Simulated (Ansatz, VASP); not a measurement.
**HgTe: VASP beside Ansatz**

File INCAR:

```
SYSTEM = HgTe
ALGO     = Normal         ! electronic algorithm
EDIFF    = 1E-6           ! SCF threshold, eV
ENCUT    = 520            ! plane-wave cutoff, eV
GGA      = PE             ! functional
ISIF     = 2              ! what is computed and relaxed
ISMEAR   = -1             ! smearing method
LASPH    = .True.         ! aspherical terms in the spheres
LCHARG   = .True.         ! write CHGCAR
LELF     = .True.         ! ELF
LREAL    = .False.        ! projectors in reciprocal space
LVHAR    = .True.       
LWAVE    = .False.        ! write WAVECAR
NBANDS   = 16             ! bands
NELM     = 100            ! most SCF steps
PREC     = Accurate       ! precision mode
SIGMA    = 0.1            ! smearing width, eV
```

Contents of KPOINTS:

```
k-points
0
Gamma
  6 6 6
  0 0 0
```

POSCAR

```
HgTe
1.0
    0.0000000000      3.2145000000      3.2145000000
    3.2145000000      0.0000000000      3.2145000000
    3.2145000000      3.2145000000      0.0000000000
Hg Te
1 1
Direct
    0.0000000000      0.0000000000      0.0000000000
    0.2500000000      0.2500000000      0.2500000000
```

Input for Ansatz:

```yaml
crystal:
  lattice:
    - [0.0, 3.2145, 3.2145]
    - [3.2145, 0.0, 3.2145]
    - [3.2145, 3.2145, 0.0]
  atoms:
    - { symbol: Hg, position: [0.0, 0.0, 0.0] }
    - { symbol: Te, position: [0.25, 0.25, 0.25] }
kpoints:
  mp_grid:
    grid: [6, 6, 6]
    shift: [0.0, 0.0, 0.0]
hamiltonian:
  xc: pbe
  pseudopotentials:
    kind: paw
scf:
  convergence:
    dr2_threshold: 1.0e-10
  occupations:
    method: fermi_dirac
output:
  forces: true
  stress: true
  eigenvalues: true
```

Alike in both runs: task single point; functional PBE; k mesh 6 × 6 × 6; no spin polarisation.

```csv
,VASP,Ansatz
version,VASP 6.6.1,Ansatz 0.2.0
potentials or method,"VASP PAW PBE potentials, release 64 (Hg, Te)","plane waves, PAW"
plane-wave cutoff (eV),520,420
occupations,"fermi-dirac, width 0.1 eV",fermi-dirac
valence electrons in the cell,18,36
```

```tsv
	VASP	Ansatz	Ansatz less VASP
gap on the k mesh at the Fermi level (eV)	none	none	-
pressure (GPa)	4.7	4.6	-0.08
```

A gap of «none» marks a metal or a gap that the smearing closes. VASP's potentials hold 18 valence electrons a cell and Ansatz's 36, so a difference there can come from the potentials and not from the codes.

Spin-orbit coupling is off throughout.
